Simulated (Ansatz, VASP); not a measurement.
# PbS: VASP beside Ansatz

The input INCAR:

```
SYSTEM = PbS
PREC = Accurate
ENCUT = 520
EDIFF = 1E-6
ISMEAR = 0
SIGMA = 0.03
LREAL = .False.
LASPH = .True.
NELM = 60
ALGO = Normal
ISIF = 2
LWAVE = .False.
LCHARG = .False.
GGA = PE
IVDW = 12
NBANDS = 17
```

The input KPOINTS:

```
Automatic mesh
0
Gamma
  10 10 10
  0 0 0
```

The input POSCAR:

```
PbS
1.0
    0.0000000000      2.9650000000      2.8167500000
    2.9650000000      0.0000000000      2.8167500000
    2.9650000000      2.9650000000      0.0000000000
Pb S
1 1
Direct
    0.0000000000      0.0000000000      0.0000000000
    0.5000000000      0.5000000000      0.5000000000
```

Input for Ansatz:

```yaml
crystal:
  lattice:
    - [0.0, 2.965, 2.81675]
    - [2.965, 0.0, 2.81675]
    - [2.965, 2.965, 0.0]
  atoms:
    - { symbol: Pb, position: [0.0, 0.0, 0.0] }
    - { symbol: S, position: [0.5, 0.5, 0.5] }
basis:
  ecutwfc: 420
kpoints:
  mp_grid: { grid: [10, 10, 10] }
hamiltonian:
  xc: pbe
  dispersion: d3bj
scf:
  occupations: { method: gaussian, width: 0.03 }
output:
  forces: true
  stress: true
  eigenvalues: true
```

Change from the starting cell: strain +0.000 along x and y, -0.050 along z, atoms carried along.

Alike in both runs: task single point; functional PBE; dispersion D3(BJ); k mesh 10 × 10 × 10; occupations gaussian, width 0.03 eV; no spin polarisation.

```csv
,VASP,Ansatz
version,VASP 6.6.1,Ansatz 0.2.0
potentials or method,"VASP PAW PBE potentials, release 64 (Pb_d, S), cutoff 520 eV","scalar-relativistic, plane waves, PAW"
valence electrons in the cell,20,20
```

```csv
,VASP,Ansatz,Ansatz less VASP
gap on the k mesh at the Fermi level (eV),0.07,0.07,-0.007
least direct gap on the mesh (eV),0.07,0.07,-0.007
pressure (GPa),3.9,3.9,+0.09
"traceless stress, the component that is largest in VASP (GPa)",6.17,6.16,-0.003
```

Neither program's run includes spin-orbit coupling.
